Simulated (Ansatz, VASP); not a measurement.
# CdS: VASP beside Ansatz

```
Cd S
1.0
     0.00000    2.89706    2.91650
     2.89706    0.00000    2.91650
     2.89706    2.89706    0.00000
Cd S
1 1
Direct
  0.00000 0.00000 0.00000
  0.25000 0.25000 0.25000
```

Alike in both runs: task single point; functional PBE; k mesh 6 × 6 × 6; occupations fermi-dirac, width 0.05 eV; no spin polarisation.

|  | VASP | Ansatz |
| --- | --- | --- |
| version | VASP 6.6.1 | Ansatz 0.2.0 |
| potentials or method | VASP PAW PBE potentials, release 64 (Cd, S), cutoff 500 eV | plane waves, PAW |
| valence electrons in the cell | 18 | 26 |

Ansatz gave:

- pressure (GPa): 3.8
- traceless stress, the component that is largest in VASP (GPa): -0.07

Q: Estimate VASP's values.

A: Pressure (GPa): 4.1; traceless stress, the component that is largest in VASP (GPa): -0.07.

VASP's potentials hold 18 valence electrons a cell and Ansatz's 26, so a difference there can come from the potentials and not from the codes.
